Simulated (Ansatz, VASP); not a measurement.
This is a calculation of Mg for VASP 6.6.1.

INCAR

```
SYSTEM = Mg
ALGO = Normal
EDIFF = 1E-6
ENCUT = 520
GGA = PE
ISIF = 2
ISMEAR = 0
LASPH = .TRUE.
LCHARG = .FALSE.
LREAL = .FALSE.
LWAVE = .FALSE.
NBANDS = 9
NELM = 100
PREC = Accurate
SIGMA = 0.020999999999999998
```

File KPOINTS:

```
k-points
0
G
  10 10 5
  0 0 0
```

POSCAR

```
Mg
1.0
    3.2093000000      0.0000000000      0.0000000000
   -1.6046500000      2.7793353284      0.0000000000
    0.0000000000      0.0000000000      5.2103000000
Mg
2
Direct
    0.6666666667      0.3333333333      0.7500000000
    0.3333333333      0.6666666667      0.2500000000
```

Potentials or basis: VASP PAW PBE potentials, release 64 (Mg).

Run with:

```console
$ cat potpaw_PBE.64/Mg/POTCAR > POTCAR
$ mpirun -np 1 vasp_std > vasp.out
```

Translate it to Ansatz 0.2.0. Potentials there: all-electron LAPW, scalar-relativistic.

As run (the cutoff follows the program's own potentials):

input.yaml

```yaml
crystal:
  lattice:
    - [3.2093, 0.0, 0.0]
    - [-1.60465, 2.7793353284, 0.0]
    - [0.0, 0.0, 5.2103]
  atoms:
    - { symbol: Mg, position: [0.6666666667, 0.3333333333, 0.75] }
    - { symbol: Mg, position: [0.3333333333, 0.6666666667, 0.25] }
kpoints:
  mp_grid: { grid: [10, 10, 5] }
scf:
  occupations: { method: gaussian, width: 0.021 }
hamiltonian:
  xc: pbe
  pseudopotentials: { kind: all_electron, lapw: { basis_error: 0.001 } }
output:
  forces: true
  stress: true
  eigenvalues: true
```

Potentials or basis: all-electron LAPW, scalar-relativistic.

Launch:

```sh
$ ansatz run input.yaml --threads 1 --pin off --max-ram 3072MiB --backend cpu --events-out ev --progress --plain --runs-dir out
```

Both were run:

|  | VASP | Ansatz | Ansatz less VASP |
| --- | --- | --- | --- |
| gap on the k mesh at the Fermi level (eV) | none | none | - |
| pressure (GPa) | -0.6 | -0.5 | +0.11 |
| traceless stress, the component that is largest in VASP (GPa) | 0.48 | 0.46 | -0.013 |

A gap of «none» marks a metal or a gap that the smearing closes. Ansatz ran all-electron here, and VASP with PAW potentials.
